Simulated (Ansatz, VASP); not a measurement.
# One calculation of TiRh3, two programs

```
CELL_PARAMETERS angstrom
3.82200 0.00000 0.00000
0.00000 3.82200 0.00000
0.00000 0.00000 3.74556
ATOMIC_POSITIONS crystal
Ti 0.00000 0.00000 0.00000
Rh 0.00000 0.50000 0.50000
Rh 0.50000 0.00000 0.50000
Rh 0.50000 0.50000 0.00000
```

Change from the starting cell: zz strain of -2 %.

Alike in both runs: task single point; functional LDA; k mesh 10 × 10 × 10; occupations fermi-dirac, width 0.03 eV; no spin polarisation.

```csv
,VASP,Ansatz
version,VASP 6.6.1,Ansatz 0.2.0
potentials or method,"VASP PAW LDA potentials, release 64 (Ti_sv, Rh_pv), cutoff 520 eV","all-electron LAPW, scalar-relativistic"
```

VASP gave:

```
pressure (GPa)                                                : -4.6
traceless stress, the component that is largest in VASP (GPa) : 2.63
```

Problem. What did Ansatz give for the same quantities?

Solution. Pressure (GPa): -5.4; traceless stress, the component that is largest in VASP (GPa): 2.63.

LDA's correlation is that of Perdew and Zunger in VASP and of Perdew and Wang (1992) in Ansatz. Ansatz ran all-electron here, and VASP with PAW potentials.
